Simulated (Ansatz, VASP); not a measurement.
**Al3Cu: VASP beside Ansatz**

```
CELL_PARAMETERS angstrom
2.77649 0.00000 0.00000
0.00000 2.77649 0.00000
0.00000 0.00000 7.57724
ATOMIC_POSITIONS crystal
Al 0.00000 0.00000 0.50000
Al 0.50000 0.50000 0.22303
Al 0.50000 0.50000 0.77697
Cu 0.00000 0.00000 0.00000
```

Alike in both runs: functional r2SCAN; k mesh 16 × 16 × 6; no spin polarisation.

Ansatz relaxed the structure, and its values are those at the end. VASP's run is a single point on that final structure, the one shown.

```csv
,VASP,Ansatz
version,VASP 6.6.1,Ansatz 0.2.0
potentials or method,"VASP PAW PBE potentials, release 64 (Al, Cu)","plane waves, PAW"
plane-wave cutoff (eV),520,500
occupations,"fermi-dirac, width 0.1 eV",fermi-dirac
valence electrons in the cell,20,28
```

|  | VASP | Ansatz | Ansatz less VASP |
| --- | --- | --- | --- |
| pressure (GPa) | -0.2 | 0.0 | +0.19 |
| rms of the force components (eV/Å) | 0.006 | 0.001 | -0.0052 |

VASP's potentials were made for PBE, not for r2SCAN. VASP's potentials hold 20 valence electrons a cell and Ansatz's 28, so a difference there can come from the potentials and not from the codes.
